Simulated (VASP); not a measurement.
Write the native input for VASP 6.6.1 that does the following.

* Task: single point
* Functional: PBEsol
* Potentials or basis: VASP PAW PBE potentials, release 64 (Co, Ti_sv)
* Cutoff: 550 eV
* k mesh: 8 × 8 × 8
* Occupations: fermi-dirac, width 0.05 eV
* Spin: collinear spin, ferromagnetic start
* Starting moments: [2.0, 2.0, 2.0, 1.0] μB
* Dipole correction: no
* Second try: not_converged
* Further INCAR settings: ALGO = All; EDIFF = 1e-06; NBANDS = 32

The structure of TiCo3 lies in POSCAR:

```
TiCo3
1.0
    3.5946496958      0.0000000000      0.0000000000
    0.0000000000      3.5946496958      0.0000000000
    0.0000000000      0.0000000000      3.5946496958
Co Ti
3 1
Direct
    0.5000000000      0.5000000000      0.0000000000
    0.5000000000      0.0000000000      0.5000000000
    0.0000000000      0.5000000000      0.5000000000
    0.0000000000      0.0000000000      0.0000000000
```

These files were run (other wordings do the same):

INCAR

```
SYSTEM = TiCo3
PREC = Accurate ; ENCUT = 550
EDIFF = 1E-6 ; ISMEAR = -1
SIGMA = 0.05 ; LREAL = .False.
LASPH = .True. ; NELM = 300
ALGO = All ; ISIF = 2
LWAVE = .False. ; LCHARG = .True.
ISPIN = 2 ; MAGMOM = 2 2 2 1
LORBIT = 11 ; LMAXMIX = 4
GGA = PS ; LVHAR = .True.
NBANDS = 32 ; GGA_COMPAT = .False.
ISEARCH = 1 ; KPAR = 4
```

KPOINTS

```
regular mesh
0
Gamma
  8 8 8
  0 0 0
```

Potentials or basis: VASP PAW PBE potentials, release 64 (Co, Ti_sv).

Run with:

```console
$ cat potpaw_PBE.64/Co/POTCAR potpaw_PBE.64/Ti_sv/POTCAR > POTCAR
$ mpirun -np 4 vasp_std > vasp.out
```

Results of the run:

```yaml
Pressure: -8.0 GPa
Net_moment: 2.59 μB per cell
Site_moments: Co +1.03; Ti -0.39 μB
Valence_electrons_inside_the_program's_atomic_spheres: Co 8.32; Ti 10.40
```

Caveat: the cell stands under tension; the PAW data sets were made with another functional, which shifts forces and pressure a little.

Run time: 25 s on 4 MPI ranks on Intel(R) Xeon(R) 6975P-C (Granite Rapids), with other jobs on the host, peak memory 0.31 GiB a rank.
